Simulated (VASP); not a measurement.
A run of VASP 6.6.1 is set up as follows.

Contents of INCAR:

```
ALGO     = Normal         # electronic algorithm
EDIFF    = 1E-8           # SCF threshold, eV
ENCUT    = 400            # plane-wave cutoff, eV
GGA      = PS             # functional
GGA_COMPAT= False        
ISIF     = 2              # what is computed and relaxed
ISMEAR   = -1             # smearing method
ISYM     = 0            
LASPH    = True           # aspherical terms in the spheres
LCHARG   = False          # write CHGCAR
LEFG     = True         
LREAL    = False          # projectors in reciprocal space
LWAVE    = False          # write WAVECAR
NBANDS   = 8              # bands
NELM     = 120            # most SCF steps
PREC     = Accurate       # precision mode
SIGMA    = 0.03           # smearing width, eV
```

The input KPOINTS:

```
k-points
0
Gamma
  13 13 15
```

The input POSCAR:

```
Sb
1.0
   -1.5200500000      1.5200500000      2.4800000000
    1.5200500000     -1.5200500000      2.4800000000
    1.5200500000      1.5200500000     -2.4800000000
Sb
1
Direct
    0.0000000000      0.0000000000      0.0000000000
```

Potentials or basis: VASP PAW PBE potentials, release 64 (Sb).

Launch:

```bash
$ cat potpaw_PBE.64/Sb/POTCAR > POTCAR
$ mpirun -np 1 vasp_std > vasp.out
```

(1) Estimate the pressure.

(2) Predict the band gap on the k mesh.

Answers

(1) 12.7 GPa.

(2) zero (an odd number of electrons rules out a gap without spin polarisation).

Caveat: the cell differs from its parent crystal (equal xx and yy strain of +1 %); the cell stands under pressure; without QUAD_EFG the Cq values of the log hold for a quadrupole moment of 1 mb, not for the nuclei; the PAW data sets were made with another functional, which shifts forces and pressure a little; spin-orbit coupling is left out, which moves the levels of the heavy elements; an odd number of electrons without spin polarisation forces a metal; a magnetic or distorted state may lie lower.
